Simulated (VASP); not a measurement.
Write the native input for VASP 6.6.1 that does the following.

```yaml
Task: single point
Functional: PBE
Potentials_or_basis: VASP PAW PBE potentials, release 64 (Mg, Sb)
Cutoff: 600 eV
k_mesh: 6 × 6 × 4
Occupations: fermi-dirac, width 0.02 eV
Spin: non-collinear spin, zero start, spin-orbit coupling
Starting_moments: "[[0.0, 0.0, 0.0], [0.0, 0.0, 0.0], [0.0, 0.0, 0.0], [0.0, 0.0, 0.0], [0.0, 0.0, 0.0]] μB"
Dipole_correction: no
Further_INCAR_settings: ALGO = Normal; EDIFF = 1e-06; NBANDS = 31
```

The structure of Mg3Sb2 lies in POSCAR:

```
Mg3Sb2
1.0
    4.5696659248      0.0000000000      0.0000000000
   -2.2848329624      3.9574467777      0.0000000000
    0.0000000000      0.0000000000      7.2399975018
Mg Sb
3 2
Direct
    0.3333333333      0.6666666667      0.6336571752
    0.6666666667      0.3333333333      0.3663428248
    0.0000000000      0.0000000000      0.0000000000
    0.3333333333      0.6666666667      0.2287531118
    0.6666666667      0.3333333333      0.7712468882
```

One way to write it, as run:

INCAR

```
SYSTEM = Mg3Sb2
PREC = Accurate ; ENCUT = 600
EDIFF = 1E-6 ; ISMEAR = -1
SIGMA = 0.02 ; LREAL = .FALSE.
LASPH = .TRUE. ; NELM = 200
ALGO = Normal ; ISIF = 2
LWAVE = .FALSE. ; LCHARG = .FALSE.
MAGMOM = 0 0 0 0 0 0 0 0 0 0 0 0 0 0 0 ; LORBIT = 11
LSORBIT = .TRUE. ; GGA_COMPAT = .FALSE.
LORBMOM = .TRUE. ; GGA = PE
NBANDS = 31
```

KPOINTS

```
Automatic mesh
0
G
  6 6 4
  0 0 0
```

Potentials or basis: VASP PAW PBE potentials, release 64 (Mg, Sb).

Launch:

```bash
$ cat potpaw_PBE.64/Mg/POTCAR potpaw_PBE.64/Sb/POTCAR > POTCAR
$ mpirun -np 1 vasp_ncl > vasp.out
```

Results of the run:

```yaml
Pressure: 0.9 GPa
Largest_force: 0.178 eV/Å
Net_moment: 0.00 μB per cell
Valence_electrons_inside_the_program's_atomic_spheres: Mg 0.34, 0.27 (each value once); Sb 2.55
```

Run time: 3.3 min on 1 thread of AMD EPYC 9R45 96-Core Processor (Zen 5) (shared host), peak memory 0.73 GiB.
